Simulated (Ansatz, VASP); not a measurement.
# One calculation of AlSn4, two programs

INCAR

```
SYSTEM = AlSn4
PREC     = Accurate       ! precision mode
ENCUT    = 520            ! plane-wave cutoff, eV
EDIFF    = 1E-7           ! SCF threshold, eV
ISMEAR   = 0              ! smearing method
SIGMA    = 0.1            ! smearing width, eV
LREAL    = .FALSE.        ! projectors in reciprocal space
LASPH    = .TRUE.         ! aspherical terms in the spheres
NELM     = 100            ! most SCF steps
ALGO     = Normal         ! electronic algorithm
ISIF     = 2              ! what is computed and relaxed
LWAVE    = .FALSE.        ! write WAVECAR
LCHARG   = .FALSE.        ! write CHGCAR
GGA      = PE             ! functional
NBANDS   = 38             ! bands
```

Contents of KPOINTS:

```
regular mesh
0
G
  4 4 4
  0 0 0
```

File POSCAR:

```
AlSn4
1.0
   -3.1826353700      3.1826353700      3.1826353700
    3.1826353700     -3.1826353700      3.1826353700
    3.1826353700      3.1826353700     -3.1826353700
Al Sn
1 4
Direct
    0.0000000000      0.0000000000      0.0000000000
    0.0000000000      0.0000000000      0.5000000000
    0.5000000000      0.0000000000      0.0000000000
    0.0000000000      0.5000000000      0.0000000000
    0.5000000000      0.5000000000      0.5000000000
```

Input for Ansatz:

```yaml
crystal:
  lattice:
    - [-3.18263537, 3.18263537, 3.18263537]
    - [3.18263537, -3.18263537, 3.18263537]
    - [3.18263537, 3.18263537, -3.18263537]
  atoms:
    - { symbol: Al, position: [0.0, 0.0, 0.0] }
    - { symbol: Sn, position: [0.0, 0.0, 0.5] }
    - { symbol: Sn, position: [0.5, 0.0, 0.0] }
    - { symbol: Sn, position: [0.0, 0.5, 0.0] }
    - { symbol: Sn, position: [0.5, 0.5, 0.5] }
basis:
  ecutwfc: 420
kpoints:
  mp_grid: { grid: [4, 4, 4] }
hamiltonian:
  xc: pbe
scf:
  occupations: { method: gaussian, width: 0.1 }
  lower_state_search: "off"
output:
  forces: true
  stress: true
  eigenvalues: true
```

Change from the starting cell: species swapped into the Hg4Pt type (Im-3m, No. 229).

Alike in both runs: task single point; functional PBE; k mesh 4 × 4 × 4; occupations gaussian, width 0.1 eV; no spin polarisation.

|  | VASP | Ansatz |
| --- | --- | --- |
| version | VASP 6.6.1 | Ansatz 0.2.0 |
| potentials or method | VASP PAW PBE potentials, release 64 (Al, Sn_d), cutoff 520 eV | scalar-relativistic, plane waves, PAW |
| valence electrons in the cell | 59 | 59 |

Ansatz gave:

```
gap on the k mesh at the Fermi level (eV) : none
pressure (GPa)                            : 5.7
```

Q: Estimate VASP's values.

A: gap on the k mesh at the Fermi level (eV): none; pressure (GPa): 5.6.

A gap of «none» marks a metal or a gap that the smearing closes.
